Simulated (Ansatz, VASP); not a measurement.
# Two plane-wave programs on LiCl

```
Li Cl
1.0
     5.55239    0.00000    0.00000
    -2.77619    4.80851    0.00000
     0.00000    0.00000    3.27448
Li Cl
3 3
Direct
  0.62265 0.00000 0.66667
  0.00000 0.62265 0.33333
  0.37735 0.37735 0.00000
  0.37735 0.00000 0.16667
  0.00000 0.37735 0.83333
  0.62265 0.62265 0.50000
```

Alike in both runs: task relaxation of cell and atoms; functional PBE; k mesh 6 × 6 × 6; occupations gaussian, width 0.1 eV; no spin polarisation.

|  | VASP | Ansatz |
| --- | --- | --- |
| version | VASP 6.6.1 | Ansatz 0.2.0 |
| potentials or method | VASP PAW PBE potentials, release 64 (Li_sv, Cl), cutoff 600 eV | scalar-relativistic, plane waves, PAW |
| valence electrons in the cell | 30 | 30 |

```tsv
	VASP	Ansatz	Ansatz less VASP
gap on the k mesh at the Fermi level, each at its own relaxed structure (eV)	5.87	5.82	-0.047
relaxed volume (Å³/atom)	20.26	20.39	+0.130
relaxed length of the cell vector where the two differ most in proportion (Å)	6.166	6.190	+0.0235
```

Noted on VASP's run: the cutoff is under 1.25 times that of the potentials, so the pressure is a little rough; the volume moved by over 15 % at a fixed basis, so the end points are rough.
